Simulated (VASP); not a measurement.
Here is a VASP 6.6.1 calculation.

The input INCAR:

```
SYSTEM = I
PREC = Accurate
ENCUT = 600
EDIFF = 1E-6
ISMEAR = -1
SIGMA = 0.08
LREAL = .False.
LASPH = .True.
NELM = 100
ALGO = Normal
ISIF = 3
LWAVE = .False.
LCHARG = .False.
GGA = PE
IBRION = 2
NSW = 60
EDIFFG = -0.005
```

File KPOINTS:

```
regular mesh
0
Gamma
  12 12 12
  0 0 0
```

File POSCAR:

```
I
1.0
    3.5152098540      0.0000000000      0.0000000000
   -1.7576049270      3.0442610332      0.0000000000
    0.0000000000      0.0000000000      3.3042972628
I
1
Direct
    0.0000000000      0.0000000000      0.0000000000
```

Potentials or basis: VASP PAW PBE potentials, release 64 (I).

Command:

```sh
$ cat potpaw_PBE.64/I/POTCAR > POTCAR
$ mpirun -np 1 vasp_std > vasp.out
```

Q: Estimate the relaxed cell.

A: a = 4.539 Å, b = 4.539 Å, c = 2.927 Å, α = 90.00°, β = 90.00°, γ = 120.00°.

Q: Predict the space group after relaxing (to 0.05 Å).

A: P6/mmm (No. 191).

Q: What does it give for the relaxed volume?

A: 52.22 Å³/atom.

Final structure:
```
CELL_PARAMETERS angstrom
4.53850 0.00000 0.00000
-2.26925 3.93046 0.00000
0.00000 0.00000 2.92718
ATOMIC_POSITIONS crystal
I 0.00000 0.00000 0.00000
```

Caveat: the volume moved by over 15 % at a fixed basis, so the end points are rough; an odd number of electrons without spin polarisation forces a metal; a magnetic or distorted state may lie lower.
